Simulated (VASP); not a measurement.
# SiC (Moissanite 3C) (F-43m) in VASP: a series of runs

Runs on SiC (Moissanite 3C). Level: LDA. Tasks: single point.

Everything below comes from runs of VASP 6.6.1. Logs are shortened: lines on timing, memory, paths and dates and some standing lists are left out, and cuts for length are marked.

**What was measured.**

“Insight into the structural, elastic and electronic properties of a new orthorhombic 6O-SiC polytype”, 2020, pmc:7200658 quotes, for a bulk crystal of SiC: band gap 2.4 eV (indirect).

The runs below are set against these values where they give the same quantity.

## Step 1: The cell of the first run

The structure is cubic, space group F-43m (No. 216). The conventional cell has a = 4.269 Å, b = 4.269 Å, c = 4.269 Å, α = 90.00°, β = 90.00°, γ = 90.00°. Si (site symmetry -43m) has 4 C at 1.85 Å within 2.5 Å. Within 2.5 Å of C (site symmetry -43m) lie 4 Si at 1.85 Å.

## Step 2: Single point, LDA

The input, INCAR:

```
SYSTEM = SiC
PREC = Accurate
ENCUT = 600
EDIFF = 1E-6
ISMEAR = 0
SIGMA = 0.01
LREAL = .False.
LASPH = .True.
NELM = 120
ALGO = Normal
ISIF = 2
LWAVE = .False.
LCHARG = .True.
GGA = CA
LELF = .True.
LVHAR = .True.
NBANDS = 11
GGA_COMPAT = .False.
```

The input, KPOINTS:

```
regular mesh
0
Gamma
  7 7 7
  0 0 0
```

The input, POSCAR:

```
SiC
1.0
    0.0000000000      2.1345181309      2.1345181309
    2.1345181309      0.0000000000      2.1345181309
    2.1345181309      2.1345181309      0.0000000000
Si C
1 1
Direct
    0.0000000000      0.0000000000      0.0000000000
    0.2500000000      0.2500000000      0.2500000000
```

Potentials or basis: VASP PAW LDA potentials, release 64 (Si, C).

Launch:

```sh
> cat potpaw_LDA.64/Si/POTCAR potpaw_LDA.64/C/POTCAR > POTCAR
> mpirun -np 1 vasp_std > vasp.out
```

OUTCAR:

```text
SYSTEM = SiC
   PREC = Accurate
   ENCUT = 600
   EDIFF = 1E-6
   ISMEAR = 0
   LREAL = .False.
   LASPH = .True.
   NELM = 120
   ISIF = 2
   GGA = CA

 ion  position               nearest neighbor table
   1  0.000  0.000  0.000-   2 1.85   2 1.85   2 1.85   2 1.85
   2  0.250  0.250  0.250-   1 1.85   1 1.85   1 1.85   1 1.85

  LATTYP: Found a face centered cubic cell.
 ALAT       =     4.2690362618

  Lattice vectors:

 A1 = (   0.0000000000,   2.1345181309,   2.1345181309)
 A2 = (   2.1345181309,   0.0000000000,   2.1345181309)
 A3 = (   2.1345181309,   2.1345181309,   0.0000000000)

Analysis of symmetry for initial positions (statically):
=====================================================================
 Subroutine PRICEL returns:
 Original cell was already a primitive cell.

 Routine SETGRP: Setting up the symmetry group for a
 face centered cubic supercell.

 Subroutine GETGRP returns: Found 24 space group operations
 (whereof 24 operations were pure point group operations)
 out of a pool of 48 trial point group operations.

The static configuration has the point symmetry T_d .

Analysis of symmetry for dynamics (positions and initial velocities):
=====================================================================
 Subroutine PRICEL returns:
 Original cell was already a primitive cell.

 Routine SETGRP: Setting up the symmetry group for a
 face centered cubic supercell.

 Subroutine GETGRP returns: Found 24 space group operations
 (whereof 24 operations were pure point group operations)
 out of a pool of 48 trial point group operations.

The dynamic configuration has the point symmetry T_d .

 Subroutine INISYM returns: Found 24 space group operations
 (whereof 24 operations are pure point group operations),
 and found     1 'primitive' translations

----------------------------------------------------------------------------------------

                                     Primitive cell

  volume of cell :      19.4504

  direct lattice vectors                    reciprocal lattice vectors
     0.000000000  2.134518131  2.134518131    -0.234244907  0.234244907  0.234244907
     2.134518131  0.000000000  2.134518131     0.234244907 -0.234244907  0.234244907
     2.134518131  2.134518131  0.000000000     0.234244907  0.234244907 -0.234244907

  length of vectors
     3.018664490  3.018664490  3.018664490     0.405724079  0.405724079  0.405724079

  position of ions in fractional coordinates (direct lattice)
     0.000000000  0.000000000  0.000000000
     0.250000000  0.250000000  0.250000000

  ion indices of the primitive-cell ions
   primitive index   ion index
                 1           1
                 2           2

----------------------------------------------------------------------------------------

 KPOINTS: regular mesh

Automatic generation of k-mesh.
 Grid dimensions read from file:
 generate k-points for:    7    7    7

 Generating k-lattice:

  Cartesian coordinates                     Fractional coordinates (reciprocal lattice)
    -0.033463558  0.033463558  0.033463558     0.142857143  0.000000000  0.000000000
     0.033463558 -0.033463558  0.033463558     0.000000000  0.142857143  0.000000000
     0.033463558  0.033463558 -0.033463558     0.000000000  0.000000000  0.142857143

  Length of vectors
     0.057960583  0.057960583  0.057960583

  Shift w.r.t. Gamma in fractional coordinates (k-lattice)
     0.000000000  0.000000000  0.000000000

 Subroutine IBZKPT returns following result:
 ===========================================

 Found     20 irreducible k-points:

 Following reciprocal coordinates:
            Coordinates               Weight
  0.000000  0.000000  0.000000      1.000000
  0.142857  0.000000  0.000000      8.000000
  0.285714  0.000000  0.000000      8.000000
  0.428571  0.000000  0.000000      8.000000
  0.142857  0.142857  0.000000      6.000000
  0.285714  0.142857  0.000000     24.000000
[... 12 lines left out ...]
 -0.428571  0.428571  0.142857     24.000000
 -0.285714  0.428571  0.142857     24.000000
   k-points           NKPTS =     20   k-points in BZ     NKDIM =     20   number of bands    NBANDS=     11
   number of dos      NEDOS =    301   number of ions     NIONS =      2
   total plane-waves  NPLWV =  13824
   dimension x,y,z NGX =    24 NGY =   24 NGZ =   24
   dimension x,y,z NGXF=    48 NGYF=   48 NGZF=   48
   ions per type =               1   1
   NGX,Y,Z   is equivalent  to a cutoff of  13.22, 13.22, 13.22 a.u.
   NGXF,Y,Z  is equivalent  to a cutoff of  26.43, 26.43, 26.43 a.u.
 SYSTEM =  SiC
   PREC   = accura    normal or accurate (medium, high low for compatibility)
   ISTART =      0    job   : 0-new  1-cont  2-samecut
   ICHARG =      2    charge: 1-file 2-atom 10-const
   ISPIN  =      1    spin polarized calculation?
   LNONCOLLINEAR =      F non collinear calculations
   LSORBIT =      F    spin-orbit coupling
   LASPH  =      T    aspherical Exc in radial PAW
   ENCUT  =  600.0 eV  44.10 Ry    6.64 a.u.   6.03  6.03  6.03*2*pi/ulx,y,z
   NELM   =    120;   NELMIN=  2; NELMDL= -5     # of ELM steps
   EDIFF  = 0.1E-05   stopping-criterion for ELM
   LREAL  =      F    real-space projection
   EDIFFG = 0.1E-04   stopping-criterion for IOM
   NSW    =      0    number of steps for IOM
   IBRION =     -1    ionic relax: 0-MD 1-quasi-New 2-CG
   NFREE  =      0    steps in history (QN), initial steepest desc. (CG)
   ISIF   =      2    stress and relaxation
   ISYM   =      2    0-nonsym 1-usesym 2-fastsym
   POTIM  = 0.5000    time-step for ionic-motion
   TEBEG  =    0.0;   TEEND  =   0.0 temperature during run
   PSTRESS=    0.0 pullay stress
   NELECT =       8.0000    total number of electrons
   NUPDOWN=      -1.0000    fix difference up-down
   EMIN   =  10.00;   EMAX   =-10.00  energy-range for DOS
   EFERMI =   0.00;   METHOD = LEGACY
   ISMEAR =     0;   SIGMA  =   0.01  broadening in eV -4-tet -1-fermi 0-gaus
   EFERMI_NEDOS =   21; number of points for ismear=-14 and -15
   IALGO  =     38    algorithm
   IMIX   =      4    mixing-type and parameters
     AMIX     =   0.40;   BMIX     =  1.00
     AMIX_MAG =   1.60;   BMIX_MAG =  1.00
  volume/ion in A,a.u.               =       9.73        65.63
  Fermi-wavevector in a.u.,A,eV,Ry     =   1.217479  2.300703 20.167321  1.482256
  Thomas-Fermi vector in A             =   2.352798
   LORBIT       =      0    0 simple, 1 ext, 2 COOP (PROOUT), +10 PAW based schemes
   GGA     = CA    functional components
   LHFCALC =     F    Hartree Fock is set to
   AEXX    =    0.0000 exact exchange contribution
   IVDW    =     0    specifies the selected vdW correction
   LEPSILON=     F    determine dielectric tensor
   LRPA    =     F    only Hartree local field effects (RPA)
 non-spin polarized calculation
 Gauss-broadening in eV      SIGMA  =   0.01
  energy-cutoff  :      600.00
  volume of cell :       19.45
 maximum number of plane-waves:       662
   NGX = 13   NGY = 13   NGZ = 13

 number of electron       7.9999999 magnetization

 Free energy of the ion-electron system (eV)
  ---------------------------------------------------
  ext. energy  EPLUGINS =         0.00000000
  ---------------------------------------------------
  free energy    TOTEN  =       -16.61248889 eV

  energy without entropy =      -16.61248889  energy(sigma->0) =      -16.61248889

 E-fermi :   8.8710     XC(G=0): -11.8215

 val. band max:        8.7826438812   @ k =   0.0000   0.0000   0.0000
 cond. band min:      10.2840525345   @ k =   0.4286   0.4286   0.0000
 fundamental gap:      1.5014086533
 Fermi energy:         8.8709656540

 k-point     1 :       0.0000    0.0000    0.0000
  band No.  band energies     occupation
      1      -7.0258      2.00000
      2       8.7826      2.00000
      3       8.7826      2.00000
      4       8.7826      2.00000
      5      15.8076      0.00000
      6      16.4103      0.00000
      7      16.4103      0.00000
      8      16.4103      0.00000
      9      23.6056      0.00000
     10      23.6056      0.00000
     11      25.9307      0.00000

 k-point     2 :       0.1429    0.0000    0.0000
  band No.  band energies     occupation
      1      -6.6074      2.00000
      2       6.9171      2.00000
      3       8.5245      2.00000
      4       8.5245      2.00000
      5      15.7428      0.00000
      6      16.8473      0.00000
      7      16.8473      0.00000
      8      17.3552      0.00000
      9      22.1371      0.00000
     10      22.1371      0.00000
     11      24.9824      0.00000

 k-point     3 :       0.2857    0.0000    0.0000
  band No.  band energies     occupation
      1      -5.3908      2.00000
      2       3.5416      2.00000
      3       8.0560      2.00000
      4       8.0560      2.00000
      5      15.1350      0.00000
      6      16.8511      0.00000
      7      16.8511      0.00000
      8      18.8496      0.00000
      9      22.5922      0.00000
     10      22.5922      0.00000
     11      24.3099      0.00000

 k-point     4 :       0.4286    0.0000    0.0000
  band No.  band energies     occupation
      1      -3.6524      2.00000
      2       0.5274      2.00000
      3       7.7555      2.00000
      4       7.7555      2.00000
      5      14.7849      0.00000
      6      16.2611      0.00000
      7      16.2611      0.00000
      8      19.0725      0.00000
      9      25.2252      0.00000
     10      25.4818      0.00000
     11      25.4818      0.00000

 k-point     5 :       0.1429    0.1429    0.0000
  band No.  band energies     occupation
      1      -6.4678      2.00000
      2       7.4438      2.00000
      3       7.8785      2.00000
      4       7.8785      2.00000
      5      14.9618      0.00000
      6      16.7255      0.00000
      7      17.7950      0.00000
      8      17.7950      0.00000
      9      20.1320      0.00000
     10      24.2270      0.00000
     11      27.5297      0.00000
[... 155 lines left out ...]
 k-point    17 :       0.4286    0.2857    0.1429
  band No.  band energies     occupation
      1      -4.3423      2.00000
      2       3.5711      2.00000
      3       5.2203      2.00000
      4       7.0063      2.00000
      5      13.9606      0.00000
      6      16.6418      0.00000
      7      17.7252      0.00000
      8      19.9457      0.00000
      9      21.9818      0.00000
     10      25.8644      0.00000
     11      29.2705      0.00000

 k-point    18 :      -0.4286    0.2857    0.1429
  band No.  band energies     occupation
      1      -2.7135      2.00000
      2       1.4077      2.00000
      3       4.5149      2.00000
      4       6.1877      2.00000
      5      13.9802      0.00000
      6      16.7628      0.00000
      7      18.9337      0.00000
      8      20.2764      0.00000
      9      22.6515      0.00000
     10      25.5141      0.00000
     11      29.4431      0.00000

 k-point    19 :      -0.4286    0.4286    0.1429
  band No.  band energies     occupation
      1      -2.1043      2.00000
      2       1.7671      2.00000
      3       4.3271      2.00000
      4       4.7950      2.00000
      5      12.4127      0.00000
      6      15.5696      0.00000
      7      19.8978      0.00000
      8      22.5822      0.00000
      9      23.0771      0.00000
     10      26.9670      0.00000
     11      31.1998      0.00000

 k-point    20 :      -0.2857    0.4286    0.1429
  band No.  band energies     occupation
      1      -1.5774      2.00000
      2       1.5981      2.00000
      3       3.0032      2.00000
      4       5.0081      2.00000
      5      13.4904      0.00000
      6      17.6746      0.00000
      7      19.4302      0.00000
      8      20.0480      0.00000
      9      22.9581      0.00000
     10      25.8904      0.00000
     11      31.2184      0.00000

------------------------ aborting loop because EDIFF is reached ----------------------------------------

  FORCE on cell =-STRESS in cart. coord.  units (eV):
  Direction    XX          YY          ZZ          XY          YZ          ZX
  --------------------------------------------------------------------------------------
  -------------------------------------------------------------------------------------
  Total        1.2995467      1.2995467      1.2995467      0.0000000      0.0000000      0.0000000
  in kB      107.0466144    107.0466144    107.0466144      0.0000000      0.0000000      0.0000000
  external PRESSURE =     107.0466144 kB  Pullay stress =       0.0000000 kB

 VOLUME and BASIS-vectors are now :
 -----------------------------------------------------------------------------
  energy-cutoff  :      600.00
  volume of cell :       19.45
      direct lattice vectors                 reciprocal lattice vectors
     0.000000000  2.134518131  2.134518131    -0.234244907  0.234244907  0.234244907
     2.134518131  0.000000000  2.134518131     0.234244907 -0.234244907  0.234244907
     2.134518131  2.134518131  0.000000000     0.234244907  0.234244907 -0.234244907

 POSITION                                       TOTAL-FORCE (eV/Angst)
 -----------------------------------------------------------------------------------
      0.00000      0.00000      0.00000         0.000000      0.000000     -0.000000
      1.06726      1.06726      1.06726        -0.000000     -0.000000      0.000000
 -----------------------------------------------------------------------------------
    total drift:                                0.000000      0.000000      0.000000

  FREE ENERGIE OF THE ION-ELECTRON SYSTEM (eV)
  ---------------------------------------------------
  free  energy   TOTEN  =       -16.6124888894 eV

  energy  without entropy=      -16.6124888894  energy(sigma->0) =      -16.61248889
```

It took 2.4 s on 1 thread of Intel Xeon Platinum 8488C (Sapphire Rapids), shared host; peak memory 0.12 GiB.

Results:

* Free energy: -16.6125 eV
* Pressure: 10.7 GPa
* Band gap on the k mesh: 1.50 eV, indirect (least direct gap 4.70 eV)

[end of part 1 of 2]
